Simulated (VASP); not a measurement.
# ScAl3 (P4/mmm) in VASP: a series of runs, part 2 of 2

VASP 6.6.1. Earlier steps stand in the parts before.

## 4. Single point, r2SCAN (biaxial strain in the a-b plane: +4.0 %, then relaxed in part)

The input, POSCAR:

```
ScAl3
1.0
    4.2489580313      0.0000000000      0.0000000000
    0.0000000000      4.2489580313      0.0000000000
    0.0000000000      0.0000000000      4.0150108145
Sc Al
1 3
Direct
    0.0000000000      0.0000000000      0.0000000000
    0.5000000000      0.0000000000      0.5000000000
    0.0000000000      0.5000000000      0.5000000000
    0.5000000000      0.5000000000      0.0000000000
```

The input, INCAR.step1:

```
PREC = Accurate
ENCUT = 520
ISMEAR = 0
SIGMA = 0.1
LREAL = False
LASPH = True
NELM = 80
NBANDS = 18
GGA = PE
ALGO = Normal
EDIFF = 1E-4
LWAVE = True
LCHARG = False
```

The input, INCAR.step2:

```
PREC = Accurate
ENCUT = 520
EDIFF = 1E-6
ISMEAR = 0
SIGMA = 0.1
LREAL = False
LASPH = True
NELM = 80
ALGO = Normal
ISIF = 2
LWAVE = False
LCHARG = False
METAGGA = R2SCAN
LMIXTAU = True
NBANDS = 18
ISTART = 1
```

The input, KPOINTS:

```
Automatic mesh
0
Gamma
  14 14 14
```

Potentials or basis: VASP PAW PBE potentials, release 64 (Sc_sv, Al).

Started as:

```
> cat potpaw_PBE.64/Sc_sv/POTCAR potpaw_PBE.64/Al/POTCAR > POTCAR
> cp INCAR.step1 INCAR
> mpirun -np 1 vasp_std > vasp.out
> cp INCAR.step2 INCAR
> mpirun -np 1 vasp_std > vasp.out
```

OUTCAR:

```text
PREC = Accurate
   ENCUT = 520
   EDIFF = 1E-6
   ISMEAR = 0
   LREAL = False
   LASPH = True
   NELM = 80
   ISIF = 2
   METAGGA = R2SCAN
   ISTART = 1

 ion  position               nearest neighbor table
   1  0.000  0.000  0.000-   2 2.92   3 2.92   2 2.92   3 2.92   3 2.92   3 2.92   2 2.92   2 2.92
                             4 3.00   4 3.00   4 3.00   4 3.00
   2  0.500  0.000  0.500-   1 2.92   4 2.92   1 2.92   4 2.92   4 2.92   4 2.92   1 2.92   1 2.92
                             3 3.00   3 3.00   3 3.00   3 3.00
   3  0.000  0.500  0.500-   1 2.92   4 2.92   1 2.92   4 2.92   1 2.92   1 2.92   4 2.92   4 2.92
                             2 3.00   2 3.00   2 3.00   2 3.00
   4  0.500  0.500  0.000-   2 2.92   3 2.92   2 2.92   3 2.92   2 2.92   2 2.92   3 2.92   3 2.92
                             1 3.00   1 3.00   1 3.00   1 3.00

  LATTYP: Found a simple tetragonal cell.
 ALAT       =     4.2489580313
 C/A-ratio  =     0.9449400971

  Lattice vectors:

 A1 = (   4.2489580313,   0.0000000000,   0.0000000000)
 A2 = (   0.0000000000,   4.2489580313,   0.0000000000)
 A3 = (   0.0000000000,   0.0000000000,   4.0150108145)

Analysis of symmetry for initial positions (statically):
=====================================================================
 Subroutine PRICEL returns:
 Original cell was already a primitive cell.

 Routine SETGRP: Setting up the symmetry group for a
 simple tetragonal supercell.

 Subroutine GETGRP returns: Found 16 space group operations
 (whereof 16 operations were pure point group operations)
 out of a pool of 16 trial point group operations.

The static configuration has the point symmetry D_4h.

Analysis of symmetry for dynamics (positions and initial velocities):
=====================================================================
 Subroutine PRICEL returns:
 Original cell was already a primitive cell.

 Routine SETGRP: Setting up the symmetry group for a
 simple tetragonal supercell.

 Subroutine GETGRP returns: Found 16 space group operations
 (whereof 16 operations were pure point group operations)
 out of a pool of 16 trial point group operations.

The dynamic configuration has the point symmetry D_4h.

 Subroutine INISYM returns: Found 16 space group operations
 (whereof 16 operations are pure point group operations),
 and found     1 'primitive' translations

----------------------------------------------------------------------------------------

                                     Primitive cell

  volume of cell :      72.4856

  direct lattice vectors                    reciprocal lattice vectors
     4.248958031  0.000000000  0.000000000     0.235351819  0.000000000  0.000000000
     0.000000000  4.248958031  0.000000000     0.000000000  0.235351819  0.000000000
     0.000000000  0.000000000  4.015010815     0.000000000  0.000000000  0.249065332

  length of vectors
     4.248958031  4.248958031  4.015010815     0.235351819  0.235351819  0.249065332

  position of ions in fractional coordinates (direct lattice)
     0.000000000  0.000000000  0.000000000
     0.500000000  0.000000000  0.500000000
     0.000000000  0.500000000  0.500000000
     0.500000000  0.500000000  0.000000000

  ion indices of the primitive-cell ions
   primitive index   ion index
                 1           1
                 2           2
                 3           3
                 4           4

[... 30 lines left out ...]
  0.142857  0.000000  0.000000      4.000000
  0.214286  0.000000  0.000000      4.000000
  0.285714  0.000000  0.000000      4.000000
  0.357143  0.000000  0.000000      4.000000
[... 16 lines left out ...]
  0.285714  0.214286  0.000000      8.000000
  0.357143  0.214286  0.000000      8.000000
 [... further k-points ...]
   k-points           NKPTS =    288   k-points in BZ     NKDIM =    288   number of bands    NBANDS=     18
   number of dos      NEDOS =    301   number of ions     NIONS =      4
   total plane-waves  NPLWV =  30720
   dimension x,y,z NGX =    32 NGY =   32 NGZ =   30
   dimension x,y,z NGXF=    64 NGYF=   64 NGZF=   60
   ions per type =               1   3
   NGX,Y,Z   is equivalent  to a cutoff of  12.52, 12.52, 12.42 a.u.
   NGXF,Y,Z  is equivalent  to a cutoff of  25.04, 25.04, 24.84 a.u.
 SYSTEM =  unknown system
   PREC   = accura    normal or accurate (medium, high low for compatibility)
   ISTART =      1    job   : 0-new  1-cont  2-samecut
   ICHARG =      0    charge: 1-file 2-atom 10-const
   ISPIN  =      1    spin polarized calculation?
   LNONCOLLINEAR =      F non collinear calculations
   LSORBIT =      F    spin-orbit coupling
   LASPH  =      T    aspherical Exc in radial PAW
   ENCUT  =  520.0 eV  38.22 Ry    6.18 a.u.   7.90  7.90  7.47*2*pi/ulx,y,z
   NELM   =     80;   NELMIN=  2; NELMDL=  0     # of ELM steps
   EDIFF  = 0.1E-05   stopping-criterion for ELM
   LREAL  =      F    real-space projection
   EDIFFG = 0.1E-04   stopping-criterion for IOM
   NSW    =      0    number of steps for IOM
   IBRION =     -1    ionic relax: 0-MD 1-quasi-New 2-CG
   NFREE  =      0    steps in history (QN), initial steepest desc. (CG)
   ISIF   =      2    stress and relaxation
   ISYM   =      2    0-nonsym 1-usesym 2-fastsym
   POTIM  = 0.5000    time-step for ionic-motion
   TEBEG  =    0.0;   TEEND  =   0.0 temperature during run
   PSTRESS=    0.0 pullay stress
   NELECT =      20.0000    total number of electrons
   NUPDOWN=      -1.0000    fix difference up-down
   EMIN   =  10.00;   EMAX   =-10.00  energy-range for DOS
   EFERMI =   0.00;   METHOD = LEGACY
   ISMEAR =     0;   SIGMA  =   0.10  broadening in eV -4-tet -1-fermi 0-gaus
   EFERMI_NEDOS =   21; number of points for ismear=-14 and -15
   IALGO  =     38    algorithm
   IMIX   =      4    mixing-type and parameters
     AMIX     =   0.40;   BMIX     =  1.00
     AMIX_MAG =   1.60;   BMIX_MAG =  1.00
  volume/ion in A,a.u.               =      18.12       122.29
  Fermi-wavevector in a.u.,A,eV,Ry     =   1.065780  2.014032 15.454685  1.135887
  Thomas-Fermi vector in A             =   2.201343
   LORBIT       =      0    0 simple, 1 ext, 2 COOP (PROOUT), +10 PAW based schemes
   METAGGA = R2SCAN    functional components
   LHFCALC =     F    Hartree Fock is set to
   AEXX    =    0.0000 exact exchange contribution
   IVDW    =     0    specifies the selected vdW correction
   LEPSILON=     F    determine dielectric tensor
   LRPA    =     F    only Hartree local field effects (RPA)
 non-spin polarized calculation
 Gauss-broadening in eV      SIGMA  =   0.10
  energy-cutoff  :      520.00
  volume of cell :       72.49
 maximum number of plane-waves:      1990
 NGX is ok and might be reduce to    32
   NGX = 15   NGY = 15   NGZ = 15

 number of electron      20.0000007 magnetization

 Free energy of the ion-electron system (eV)
  ---------------------------------------------------
  ext. energy  EPLUGINS =         0.00000000
  ---------------------------------------------------
  free energy    TOTEN  =       -33.37847479 eV

  energy without entropy =      -33.37220861  energy(sigma->0) =      -33.37534170

 E-fermi :   6.7970     XC(G=0): -10.8821

 val. band max:        6.7923274721   @ k =   0.0000   0.0000   0.2857
 cond. band min:       6.8048126452   @ k =   0.2143   0.1429   0.0000
 fundamental gap:      0.0124851731
 Fermi energy:         6.7969626872

 k-point     1 :       0.0000    0.0000    0.0000
  band No.  band energies     occupation
      1     -44.5158      2.00000
      2     -22.2428      2.00000
      3     -22.2428      2.00000
      4     -22.2058      2.00000
      5      -3.5403      2.00000
      6       3.8327      2.00000
[... 481 lines left out ...]
      5      -2.0610      2.00000
      6       0.5048      2.00000
[... 10 lines left out ...]
     17      11.5362      0.00000
     18      12.4039      0.00000

 [... further k-points ...]

------------------------ aborting loop because EDIFF is reached ----------------------------------------

  FORCE on cell =-STRESS in cart. coord.  units (eV):
  Direction    XX          YY          ZZ          XY          YZ          ZX
  --------------------------------------------------------------------------------------
  -------------------------------------------------------------------------------------
  Total       -3.2996354     -3.2996354     -0.0123290      0.0000000     -0.0000000      0.0000000
  in kB      -72.9331443    -72.9331443     -0.2725123      0.0000000     -0.0000000      0.0000000
  external PRESSURE =     -48.7129336 kB  Pullay stress =       0.0000000 kB

 VOLUME and BASIS-vectors are now :
 -----------------------------------------------------------------------------
  energy-cutoff  :      520.00
  volume of cell :       72.49
      direct lattice vectors                 reciprocal lattice vectors
     4.248958031  0.000000000  0.000000000     0.235351819  0.000000000  0.000000000
     0.000000000  4.248958031  0.000000000     0.000000000  0.235351819  0.000000000
     0.000000000  0.000000000  4.015010815     0.000000000  0.000000000  0.249065332

 POSITION                                       TOTAL-FORCE (eV/Angst)
 -----------------------------------------------------------------------------------
      0.00000      0.00000      0.00000         0.000000      0.000000      0.000000
      2.12448      0.00000      2.00751         0.000000      0.000000      0.000000
      0.00000      2.12448      2.00751         0.000000      0.000000      0.000000
      2.12448      2.12448      0.00000         0.000000      0.000000      0.000000
 -----------------------------------------------------------------------------------
    total drift:                                0.000000      0.000000     -0.000000

  FREE ENERGIE OF THE ION-ELECTRON SYSTEM (eV)
  ---------------------------------------------------
  free  energy   TOTEN  =       -33.3784747908 eV

  energy  without entropy=      -33.3722086095  energy(sigma->0) =      -33.37534170
```

It took 7.1 min on 1 thread of Intel Xeon 6975P-C (Granite Rapids), shared host; peak memory 0.45 GiB.

Results:

- Free energy: -33.3785 eV
- Pressure: -4.9 GPa
- Band gap on the k mesh: zero (bands 10 and 11 overlap by 3.84 eV)

Caveat: the cell differs from its parent crystal (biaxial strain in the a-b plane: +4.0 %, then relaxed in part); the stress differs along the axes, from -7 to -0 GPa; the PAW data sets were made with another functional, which shifts forces and pressure a little.

## 5. Summary

```csv
cell,gap on the mesh (eV),pressure (GPa)
"a = 4.004, b = 4.106, c = 4.106 Å, 4 atoms",none,1.1
"a = 4.167, b = 4.065, c = 4.065 Å, 4 atoms",none,-0.8
"a = 4.249, b = 4.249, c = 4.015 Å, 4 atoms",none,-4.9
```

Alike in all rows: task single point; level r2SCAN; potentials or basis VASP PAW PBE potentials, release 64 (Sc_sv, Al); no spin polarisation; k mesh 14 × 14 × 14; cutoff (eV) 520; smearing gaussian 0.1 eV.

Caveats: the PAW data sets were made with another functional, which shifts forces and pressure a little; the stress differs along the axes, from -7 to -0 GPa (at least some runs).

Total energies depend on the potentials used, so only differences within one code and one set of settings carry meaning.

The gap in the log of VASP goes by the Fermi energy; the results here count the filled bands.